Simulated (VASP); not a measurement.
Set up this calculation in VASP 6.6.1, as the native input.

* Task: relaxation of cell and atoms
* Functional: PBE
* Dispersion: D3(BJ)
* Potentials or basis: VASP PAW PBE potentials, release 64 (Ca_sv, B)
* Cutoff: 600 eV
* k mesh: 8 × 8 × 8
* Occupations: gaussian, width 0.01 eV
* Spin: no spin polarisation
* Dipole correction: no
* Further INCAR settings: ALGO = Normal; EDIFF = 1e-07; IBRION = 2; EDIFFG = -0.005; NSW = 70; ISIF = 3

The structure of CaB6 lies in POSCAR:

```
CaB6
1.0
    4.1477324288      0.0000000000      0.0000000000
    0.0000000000      4.1477324288      0.0000000000
    0.0000000000      0.0000000000      4.1477324288
Ca B
1 6
Direct
    0.5000000000      0.5000000000      0.5000000000
    0.0000000000      0.0000000000      0.2982058713
    0.0000000000      0.0000000000      0.7017941287
    0.2982058713      0.0000000000      0.0000000000
    0.7017941287      0.0000000000      0.0000000000
    0.0000000000      0.2982058713      0.0000000000
    0.0000000000      0.7017941287      0.0000000000
```

The input as run:

INCAR

```
SYSTEM = CaB6
PREC = Accurate ; ENCUT = 600
EDIFF = 1E-7 ; ISMEAR = 0
SIGMA = 0.01 ; LREAL = .False.
LASPH = .True. ; NELM = 100
ALGO = Normal ; ISIF = 3
LWAVE = .False. ; LCHARG = .False.
GGA = PE ; IVDW = 12
IBRION = 2 ; NSW = 70
EDIFFG = -0.005
```

KPOINTS

```
Automatic mesh
0
Gamma
  8 8 8
  0 0 0
```

Potentials or basis: VASP PAW PBE potentials, release 64 (Ca_sv, B).

Launch:

```sh
$ cat potpaw_PBE.64/Ca_sv/POTCAR potpaw_PBE.64/B/POTCAR > POTCAR
$ mpirun -np 1 vasp_std > vasp.out
```

Results of the run:

* Relaxed volume: 9.97 Å³/atom
* Relaxed cell: a = 4.117 Å, b = 4.117 Å, c = 4.117 Å, α = 90.00°, β = 90.00°, γ = 90.00°
* Space group after relaxing (to 0.1 Å): Pm-3m (No. 221)
* Energy gained by relaxing: 2.3 meV/atom
* Ionic steps: 5
* Pressure after relaxing: 0.0 GPa
* Band gap on the k mesh: 0.07 eV (least direct gap 0.12 eV)
* Dispersion energy per atom: -0.223 eV

Wall time 3.3 min on 1 thread of Intel Xeon 8259CL (shared host), peak memory 0.25 GiB.
